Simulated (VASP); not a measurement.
NaH, 2 atoms in the cell. The structure is tetragonal, space group I-4m2 (No. 119). Conventional cell: a = 3.523 Å, b = 3.523 Å, c = 5.194 Å, α = 90.00°, β = 90.00°, γ = 90.00°. Na (site symmetry -4m2) has 4 H at 2.19 Å within 2.9 Å. Within 2.9 Å of H (site symmetry -4m2) lie 4 Na at 2.19 Å.  This cell differs from its parent crystal: biaxial xy strain -4.1%.

```yaml
Program: VASP 6.6.1
Task: single point
Functional: r2SCAN
Potentials_or_basis: VASP PAW PBE potentials, release 64 (Na_pv, H)
Cutoff: 520 eV
k_mesh: 8 × 8 × 8
Occupations: gaussian, width 0.01 eV
Spin: no spin polarisation
Dipole_correction: no
Further_INCAR_settings: ALGO = Normal; EDIFF = 1e-06; NBANDS = 11
```

Potentials or basis: VASP PAW PBE potentials, release 64 (Na_pv, H).

Launch:

```console
$ cat potpaw_PBE.64/Na_pv/POTCAR potpaw_PBE.64/H/POTCAR > POTCAR
$ cp INCAR.step1 INCAR
$ mpirun -np 1 vasp_std > vasp.out
$ cp INCAR.step2 INCAR
$ mpirun -np 1 vasp_std > vasp.out
```

Hardware: 1 thread of Intel(R) Xeon(R) 6975P-C (Granite Rapids), with other jobs on the host.

How long does it take, and how much memory?

Run time: 45 s on 1 thread of Intel(R) Xeon(R) 6975P-C (Granite Rapids) (shared host), peak memory 0.16 GiB. Counts: k points 59.
